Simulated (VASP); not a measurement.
Wanted: the native input for a VASP 6.6.1 run.

* Task: single point
* Functional: LDA
* Potentials or basis: VASP PAW LDA potentials, release 64 (Ga_d, P)
* Cutoff: 520 eV
* k mesh: 12 × 12 × 12
* Occupations: gaussian, width 0.05 eV
* Spin: no spin polarisation
* Dipole correction: no
* Further INCAR settings: ALGO = Normal; EDIFF = 1e-06; NBANDS = 26

The structure of GaP lies in POSCAR:

```
GaP
1.0
    1.8652945685      1.0769283212      6.9452749083
   -1.8652945685      1.0769283212      6.9452749083
    0.0000000000     -2.1538566424      6.9452749083
Ga P
2 2
Direct
    0.4353720000      0.4353720000      0.4353720000
    0.5646280000      0.5646280000      0.5646280000
    0.0573890000      0.0573890000      0.0573890000
    0.9426110000      0.9426110000      0.9426110000
```

This cell differs from its parent crystal: strain -0.040 along x and y, +0.080 along z.

These files were run (other wordings do the same):

INCAR

```
ALGO = Normal
EDIFF = 1E-6
ENCUT = 520
GGA = CA
ISIF = 2
ISMEAR = 0
LASPH = True
LCHARG = False
LREAL = False
LWAVE = False
NBANDS = 26
NELM = 80
PREC = Accurate
SIGMA = 0.05
```

KPOINTS

```
k-points
0
Gamma
  12 12 12
```

Potentials or basis: VASP PAW LDA potentials, release 64 (Ga_d, P).

Run with:

```sh
$ cat potpaw_LDA.64/Ga_d/POTCAR potpaw_LDA.64/P/POTCAR > POTCAR
$ mpirun -np 1 vasp_std > vasp.out
```

It gave:

```yaml
Pressure: -3.7 GPa
Largest_force: 0.660 eV/Å
Band_gap_on_the_k_mesh: zero (filled and empty bands touch)
```

Caveat: the cell differs from its parent crystal (strain -0.040 along x and y, +0.080 along z); the cell stands under tension; semilocal functionals underestimate gaps, so a narrow gap can read as zero.

It took 26 min on 1 thread of Intel Xeon 8259CL, on a shared host, peak memory 0.54 GiB.
